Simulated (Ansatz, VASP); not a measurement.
# MgO: VASP beside Ansatz

Contents of POSCAR:

```
MgO
1.0
    3.4840198093      0.0000000000      0.0000000000
   -1.7420099047      3.0172496621      0.0000000000
    0.0000000000      0.0000000000      4.1853204648
Mg O
2 2
Direct
    0.3333333333      0.6666666667      0.2500000000
    0.6666666667      0.3333333333      0.7500000000
    0.6666666667      0.3333333333      0.2500000000
    0.3333333333      0.6666666667      0.7500000000
```

Contents of INCAR.step1:

```
SYSTEM = MgO
PREC     = Accurate       ! precision mode
ENCUT    = 920            ! plane-wave cutoff, eV
ISMEAR   = 0              ! smearing method
SIGMA    = 0.01           ! smearing width, eV
LREAL    = .False.        ! projectors in reciprocal space
LASPH    = .True.         ! aspherical terms in the spheres
NELM     = 120            ! most SCF steps
NBANDS   = 24             ! bands
GGA      = PE             ! functional
ALGO     = Normal         ! electronic algorithm
EDIFF    = 1E-5           ! SCF threshold, eV
LWAVE    = .True.         ! write WAVECAR
LCHARG   = .False.        ! write CHGCAR
GGA_COMPAT= .False.
```

The input INCAR.step2:

```
SYSTEM = MgO
PREC     = Accurate       ! precision mode
ENCUT    = 920            ! plane-wave cutoff, eV
EDIFF    = 1E-6           ! SCF threshold, eV
ISMEAR   = 0              ! smearing method
SIGMA    = 0.01           ! smearing width, eV
LREAL    = .False.        ! projectors in reciprocal space
LASPH    = .True.         ! aspherical terms in the spheres
NELM     = 120            ! most SCF steps
ALGO     = Normal         ! electronic algorithm
ISIF     = 2              ! what is computed and relaxed
LWAVE    = .False.        ! write WAVECAR
LCHARG   = .False.        ! write CHGCAR
METAGGA  = R2SCAN         ! meta-GGA
LMIXTAU  = .True.       
NBANDS   = 24             ! bands
ISTART   = 1            
GGA_COMPAT= .False.
```

KPOINTS

```
regular mesh
0
Gamma
  12 12 6
  0 0 0
```

Input for Ansatz:

```yaml
crystal:
  lattice:
    - [3.4840198093, 0.0, 0.0]
    - [-1.7420099047, 3.0172496621, 0.0]
    - [0.0, 0.0, 4.1853204648]
  atoms:
    - { symbol: Mg, position: [0.3333333333, 0.6666666667, 0.25] }
    - { symbol: Mg, position: [0.6666666667, 0.3333333333, 0.75] }
    - { symbol: O, position: [0.6666666667, 0.3333333333, 0.25] }
    - { symbol: O, position: [0.3333333333, 0.6666666667, 0.75] }
kpoints:
  mp_grid: { grid: [12, 12, 6] }
  band_path:
    path:
      - [0.0, 0.0, 0.0]
      - [0.5, 0.0, 0.0]
      - [0.3333333333, 0.3333333333, 0.0]
      - [0.0, 0.0, 0.5]
      - [0.5, 0.0, 0.5]
      - [0.3333333333, 0.3333333333, 0.5]
    npoints: 1
hamiltonian:
  xc: r2scan
scf:
  occupations: { method: fixed }
  n_extra_bands: 5
output:
  forces: true
  stress: true
  eigenvalues: true
```

Alike in both runs: task single point; functional r2SCAN; k mesh 12 × 12 × 6; no spin polarisation.

```csv
,VASP,Ansatz
version,VASP 6.6.1,Ansatz 0.2.0
potentials or method,"VASP PAW PBE potentials, release 64 (Mg_sv, O)","plane waves, PAW"
plane-wave cutoff (eV),920,500
occupations,"gaussian, width 0.01 eV",fixed
valence electrons in the cell,32,32
```

Ansatz gave:

* gap on the k mesh at the Fermi level (eV): 4.09
* pressure (GPa): 0.0

Question: Which values does VASP return?

Answer: gap on the k mesh at the Fermi level (eV): 4.10; pressure (GPa): 0.5.

VASP's potentials were made for PBE, not for r2SCAN.
